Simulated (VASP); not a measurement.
# CuAu3 (Pm-3m) in VASP: single point with PBEsol

Aim: the single point of CuAu3 with PBEsol.

Everything below comes from runs of VASP 6.6.1. Logs are shortened: lines on timing, memory, paths and dates and some standing lists are left out, and cuts for length are marked.

### 1 The cell of the first run

It takes space group Pm-3m (No. 221, cubic). The conventional cell has a = 3.974 Å, b = 3.974 Å, c = 3.974 Å, α = 90.00°, β = 90.00°, γ = 90.00°. Within 3.7 Å of Cu (site symmetry m-3m) lie 12 Au at 2.81 Å. Within 3.7 Å of Au (site symmetry 4/mmm) lie 4 Cu at 2.81 Å and 8 Au at 2.81 Å.

### 2 Single point, PBEsol

File POSCAR:

```
CuAu3
1.0
    3.9742517492      0.0000000000      0.0000000000
    0.0000000000      3.9742517492      0.0000000000
    0.0000000000      0.0000000000      3.9742517492
Cu Au
1 3
Direct
    0.0000000000      0.0000000000      0.0000000000
    0.0000000000      0.5000000000      0.5000000000
    0.5000000000      0.0000000000      0.5000000000
    0.5000000000      0.5000000000      0.0000000000
```

File INCAR.step1:

```
  PREC = Accurate
  ENCUT = 520
  EDIFF = 1E-6
  ISMEAR = 0
  SIGMA = 0.1
  LREAL = F
  LASPH = T
  NELM = 80
  ALGO = Normal
  ISIF = 2
  LWAVE = F
  LCHARG = T
  LMAXMIX = 4
  GGA = PS
  NBANDS = 30
```

File KPOINTS.step1:

```
Automatic mesh
0
Gamma
  10 10 10
```

File INCAR.step2:

```
  PREC = Accurate
  ENCUT = 520
  EDIFF = 1E-6
  ISMEAR = -5
  SIGMA = 0.1
  LREAL = F
  LASPH = T
  NELM = 80
  ALGO = Normal
  ISIF = 2
  LWAVE = F
  LCHARG = F
  LMAXMIX = 4
  GGA = PS
  LORBIT = 10
  NEDOS = 2001
  ICHARG = 11
```

File KPOINTS.step2:

```
Automatic mesh
0
Gamma
  15 15 15
```

Potentials or basis: VASP PAW PBE potentials, release 64 (Cu, Au).

The run is started by

```bash
$ cat potpaw_PBE.64/Cu/POTCAR potpaw_PBE.64/Au/POTCAR > POTCAR
$ cp INCAR.step1 INCAR
$ cp KPOINTS.step1 KPOINTS
$ mpirun -np 1 vasp_std > vasp.out
$ cp INCAR.step2 INCAR
$ cp KPOINTS.step2 KPOINTS
$ mpirun -np 1 vasp_std > vasp.out
```

OUTCAR:

```text
PREC = Accurate
   ENCUT = 520
   EDIFF = 1E-6
   ISMEAR = -5
   LREAL = F
   LASPH = T
   NELM = 80
   ISIF = 2
   GGA = PS
   LORBIT = 10
   ICHARG = 11

 ion  position               nearest neighbor table
   1  0.000  0.000  0.000-   2 2.81   3 2.81   4 2.81   2 2.81   3 2.81   2 2.81   4 2.81   2 2.81
                             3 2.81   4 2.81   3 2.81   4 2.81
   2  0.000  0.500  0.500-   1 2.81   3 2.81   4 2.81   1 2.81   4 2.81   1 2.81   3 2.81   1 2.81
                             3 2.81   4 2.81   4 2.81   3 2.81
   3  0.500  0.000  0.500-   1 2.81   2 2.81   4 2.81   1 2.81   4 2.81   2 2.81   4 2.81   4 2.81
                             1 2.81   2 2.81   1 2.81   2 2.81
   4  0.500  0.500  0.000-   1 2.81   2 2.81   3 2.81   2 2.81   3 2.81   1 2.81   3 2.81   3 2.81
                             1 2.81   2 2.81   2 2.81   1 2.81

  LATTYP: Found a simple cubic cell.
 ALAT       =     3.9742517492

  Lattice vectors:

 A1 = (   3.9742517492,   0.0000000000,   0.0000000000)
 A2 = (   0.0000000000,   3.9742517492,   0.0000000000)
 A3 = (   0.0000000000,   0.0000000000,   3.9742517492)

Analysis of symmetry for initial positions (statically):
=====================================================================
 Subroutine PRICEL returns:
 Original cell was already a primitive cell.

 Routine SETGRP: Setting up the symmetry group for a
 simple cubic supercell.

 Subroutine GETGRP returns: Found 48 space group operations
 (whereof 48 operations were pure point group operations)
 out of a pool of 48 trial point group operations.

The static configuration has the point symmetry O_h .

Analysis of symmetry for dynamics (positions and initial velocities):
=====================================================================
 Subroutine PRICEL returns:
 Original cell was already a primitive cell.

 Routine SETGRP: Setting up the symmetry group for a
 simple cubic supercell.

 Subroutine GETGRP returns: Found 48 space group operations
 (whereof 48 operations were pure point group operations)
 out of a pool of 48 trial point group operations.

The dynamic configuration has the point symmetry O_h .

 Subroutine INISYM returns: Found 48 space group operations
 (whereof 48 operations are pure point group operations),
 and found     1 'primitive' translations

----------------------------------------------------------------------------------------

                                     Primitive cell

  volume of cell :      62.7720

  direct lattice vectors                    reciprocal lattice vectors
     3.974251749  0.000000000  0.000000000     0.251619692  0.000000000  0.000000000
     0.000000000  3.974251749  0.000000000     0.000000000  0.251619692  0.000000000
     0.000000000  0.000000000  3.974251749     0.000000000  0.000000000  0.251619692

  length of vectors
     3.974251749  3.974251749  3.974251749     0.251619692  0.251619692  0.251619692

  position of ions in fractional coordinates (direct lattice)
     0.000000000  0.000000000  0.000000000
     0.000000000  0.500000000  0.500000000
     0.500000000  0.000000000  0.500000000
     0.500000000  0.500000000  0.000000000

  ion indices of the primitive-cell ions
   primitive index   ion index
                 1           1
                 2           2
                 3           3
                 4           4

----------------------------------------------------------------------------------------

 KPOINTS: Automatic mesh

Automatic generation of k-mesh.
 Grid dimensions read from file:
 generate k-points for:   15   15   15

 Generating k-lattice:

  Cartesian coordinates                     Fractional coordinates (reciprocal lattice)
     0.016774646  0.000000000  0.000000000     0.066666667  0.000000000  0.000000000
     0.000000000  0.016774646  0.000000000     0.000000000  0.066666667  0.000000000
     0.000000000  0.000000000  0.016774646     0.000000000  0.000000000  0.066666667

  Length of vectors
     0.016774646  0.016774646  0.016774646

  Shift w.r.t. Gamma in fractional coordinates (k-lattice)
     0.000000000  0.000000000  0.000000000

 TETIRR: Found   1667 inequivalent tetrahedra from    20250

 Subroutine IBZKPT returns following result:
 ===========================================

 Found    120 irreducible k-points:

 Following reciprocal coordinates:
            Coordinates               Weight
  0.000000  0.000000  0.000000      1.000000
  0.066667  0.000000  0.000000      6.000000
  0.133333  0.000000  0.000000      6.000000
  0.200000  0.000000  0.000000      6.000000
  0.266667  0.000000  0.000000      6.000000
  0.333333  0.000000  0.000000      6.000000
[... 16 lines left out ...]
  0.266667  0.200000  0.000000     24.000000
  0.333333  0.200000  0.000000     24.000000
 [... further k-points ...]
   k-points           NKPTS =    120   k-points in BZ     NKDIM =    120   number of bands    NBANDS=     26
   number of dos      NEDOS =   2001   number of ions     NIONS =      4
   total plane-waves  NPLWV =  27000
   dimension x,y,z NGX =    30 NGY =   30 NGZ =   30
   dimension x,y,z NGXF=    60 NGYF=   60 NGZF=   60
   ions per type =               1   3
   NGX,Y,Z   is equivalent  to a cutoff of  12.55, 12.55, 12.55 a.u.
   NGXF,Y,Z  is equivalent  to a cutoff of  25.10, 25.10, 25.10 a.u.
 SYSTEM =  unknown system
   PREC   = accura    normal or accurate (medium, high low for compatibility)
   ISTART =      0    job   : 0-new  1-cont  2-samecut
   ICHARG =     11    charge: 1-file 2-atom 10-const
   ISPIN  =      1    spin polarized calculation?
   LNONCOLLINEAR =      F non collinear calculations
   LSORBIT =      F    spin-orbit coupling
   LASPH  =      T    aspherical Exc in radial PAW
   ENCUT  =  520.0 eV  38.22 Ry    6.18 a.u.   7.39  7.39  7.39*2*pi/ulx,y,z
   NELM   =     80;   NELMIN=  2; NELMDL=  0     # of ELM steps
   EDIFF  = 0.1E-05   stopping-criterion for ELM
   LREAL  =      F    real-space projection
   EDIFFG = 0.1E-04   stopping-criterion for IOM
   NSW    =      0    number of steps for IOM
   IBRION =     -1    ionic relax: 0-MD 1-quasi-New 2-CG
   NFREE  =      0    steps in history (QN), initial steepest desc. (CG)
   ISIF   =      2    stress and relaxation
   ISYM   =      2    0-nonsym 1-usesym 2-fastsym
   POTIM  = 0.5000    time-step for ionic-motion
   TEBEG  =    0.0;   TEEND  =   0.0 temperature during run
   PSTRESS=    0.0 pullay stress
   NELECT =      44.0000    total number of electrons
   NUPDOWN=      -1.0000    fix difference up-down
   EMIN   =  10.00;   EMAX   =-10.00  energy-range for DOS
   EFERMI =   0.00;   METHOD = LEGACY
   ISMEAR =    -5;   SIGMA  =   0.10  broadening in eV -4-tet -1-fermi 0-gaus
   EFERMI_NEDOS =   21; number of points for ismear=-14 and -15
   IALGO  =     38    algorithm
   IMIX   =      4    mixing-type and parameters
     AMIX     =   0.40;   BMIX     =  1.00
     AMIX_MAG =   1.60;   BMIX_MAG =  1.00
  volume/ion in A,a.u.               =      15.69       105.90
  Fermi-wavevector in a.u.,A,eV,Ry     =   1.454243  2.748121 28.773914  2.114823
  Thomas-Fermi vector in A             =   2.571416
   LORBIT       =     10    0 simple, 1 ext, 2 COOP (PROOUT), +10 PAW based schemes
   GGA     = PS    functional components
   LHFCALC =     F    Hartree Fock is set to
   AEXX    =    0.0000 exact exchange contribution
   IVDW    =     0    specifies the selected vdW correction
   LEPSILON=     F    determine dielectric tensor
   LRPA    =     F    only Hartree local field effects (RPA)
 non-spin polarized calculation
 Fermi weights with tetrahedron method with Bloechl corrections
  energy-cutoff  :      520.00
  volume of cell :       62.77
 maximum number of plane-waves:      1743
 NGX is ok and might be reduce to    30

 number of electron      44.0000041 magnetization

 Free energy of the ion-electron system (eV)
  ---------------------------------------------------
  ext. energy  EPLUGINS =         0.00000000
  ---------------------------------------------------
  free energy    TOTEN  =       -16.19536801 eV

  energy without entropy =      -16.19536801  energy(sigma->0) =      -16.19536801

 E-fermi :   9.1548     XC(G=0): -12.8972

 val. band max:        9.3206568391   @ k =   0.3333   0.3333   0.2667
 cond. band min:       9.0980313141   @ k =   0.4000   0.4000   0.0000
 fundamental gap:     -0.2226255250
 Fermi energy:         9.1548315105

 k-point     1 :       0.0000    0.0000    0.0000
  band No.  band energies     occupation
      1      -0.9392      2.00000
      2       1.5421      2.00000
      3       2.3768      2.00000
      4       2.3768      2.00000
      5       2.3768      2.00000
      6       2.4898      2.00000
[... 18 lines left out ...]
     25      15.0679      0.00000
     26      15.0685      0.00000

 k-point     2 :       0.0667    0.0000    0.0000
  band No.  band energies     occupation
      1      -0.8862      2.00000
      2       1.5744      2.00000
      3       2.3914      2.00000
      4       2.4046      2.00000
      5       2.4046      2.00000
      6       2.4987      2.00000
[... 18 lines left out ...]
     25      15.0546      0.00000
     26      15.2635      0.00000

 k-point     3 :       0.1333    0.0000    0.0000
  band No.  band energies     occupation
      1      -0.7287      2.00000
      2       1.6688      2.00000
      3       2.4342      2.00000
      4       2.4877      2.00000
      5       2.4877      2.00000
      6       2.5225      2.00000
[... 18 lines left out ...]
     25      15.0161      0.00000
     26      15.2728      0.00000

 k-point     4 :       0.2000    0.0000    0.0000
  band No.  band energies     occupation
      1      -0.4717      2.00000
      2       1.8167      2.00000
      3       2.5012      2.00000
      4       2.5528      2.00000
      5       2.6249      2.00000
      6       2.6249      2.00000
[... 18 lines left out ...]
     25      14.9572      0.00000
     26      15.0624      0.00000

 k-point     5 :       0.2667    0.0000    0.0000
  band No.  band energies     occupation
      1      -0.1255      2.00000
      2       2.0004      2.00000
      3       2.5748      2.00000
      4       2.5856      2.00000
      5       2.8135      2.00000
      6       2.8135      2.00000
[... 18 lines left out ...]
     25      14.8155      0.00000
     26      14.8861      0.00000

 k-point     6 :       0.3333    0.0000    0.0000
  band No.  band energies     occupation
      1       0.2897      2.00000
      2       2.1816      2.00000
      3       2.5735      2.00000
      4       2.6760      2.00000
      5       3.0481      2.00000
      6       3.0481      2.00000
[... 427 lines left out ...]
 k-point    21 :       0.4667    0.1333    0.0000
  band No.  band energies     occupation
      1       1.2592      2.00000
      2       2.2609      2.00000
      3       2.7632      2.00000
      4       2.8866      2.00000
      5       3.4462      2.00000
      6       3.5620      2.00000
[... 18 lines left out ...]
     25      15.1853      0.00000
     26      15.7411      0.00000

 k-point    22 :       0.2000    0.2000    0.0000
  band No.  band energies     occupation
      1      -0.0316      2.00000
      2       2.0857      2.00000
      3       2.6282      2.00000
      4       2.7325      2.00000
      5       2.7756      2.00000
      6       2.8597      2.00000
[... 18 lines left out ...]
     25      14.3298      0.00000
     26      16.8028      0.00000

 k-point    23 :       0.2667    0.2000    0.0000
  band No.  band energies     occupation
      1       0.2942      2.00000
      2       2.2691      2.00000
      3       2.7187      2.00000
      4       2.8009      2.00000
      5       2.9041      2.00000
      6       3.0341      2.00000
[... 18 lines left out ...]
     25      13.8376      0.00000
     26      16.4769      0.00000

 k-point    24 :       0.3333    0.2000    0.0000
  band No.  band energies     occupation
      1       0.6869      2.00000
      2       2.4589      2.00000
      3       2.8059      2.00000
      4       2.8214      2.00000
      5       3.0816      2.00000
      6       3.2419      2.00000
[... 18 lines left out ...]
     25      14.0321      0.00000
     26      16.2222      0.00000

 [... further k-points ...]
[... 5 lines left out ...]
  --------------------------------------------------------------------------------------
  -------------------------------------------------------------------------------------
  Total        0.0577362      0.0577362      0.0577362      0.0000000     -0.0000000      0.0000000
  in kB        1.4736434      1.4736434      1.4736434      0.0000000     -0.0000000      0.0000000
  external PRESSURE =       1.4736434 kB  Pullay stress =       0.0000000 kB

 VOLUME and BASIS-vectors are now :
 -----------------------------------------------------------------------------
  energy-cutoff  :      520.00
  volume of cell :       62.77
      direct lattice vectors                 reciprocal lattice vectors
     3.974251749  0.000000000  0.000000000     0.251619692  0.000000000  0.000000000
     0.000000000  3.974251749  0.000000000     0.000000000  0.251619692  0.000000000
     0.000000000  0.000000000  3.974251749     0.000000000  0.000000000  0.251619692

 POSITION                                       TOTAL-FORCE (eV/Angst)
 -----------------------------------------------------------------------------------
      0.00000      0.00000      0.00000         0.000000      0.000000      0.000000
      0.00000      1.98713      1.98713         0.000000      0.000000      0.000000
      1.98713      0.00000      1.98713         0.000000      0.000000      0.000000
      1.98713      1.98713      0.00000         0.000000      0.000000      0.000000
 -----------------------------------------------------------------------------------
    total drift:                                0.000000      0.000000     -0.000000

  FREE ENERGIE OF THE ION-ELECTRON SYSTEM (eV)
  ---------------------------------------------------
  free  energy   TOTEN  =       -16.1953680106 eV

  energy  without entropy=      -16.1953680106  energy(sigma->0) =      -16.19536801

 total charge

# of ion       s       p       d       tot
------------------------------------------
    1        0.352   0.278   9.244   9.875
    2        0.572   0.408   8.717   9.697
    3        0.572   0.408   8.717   9.697
    4        0.572   0.408   8.717   9.697
--------------------------------------------------
tot          2.069   1.503  35.393  38.966
```

Run time: 79 s. Hardware: 1 thread of Intel Xeon 6975P-C (Granite Rapids), shared host; peak memory 0.29 GiB.

Results:

```
Valence electrons inside the program's atomic spheres : Cu 9.88; Au 9.70
```

Caveat: the PAW data sets were made with another functional, which shifts forces and pressure a little; spin-orbit coupling is left out, which moves the levels of the heavy elements.
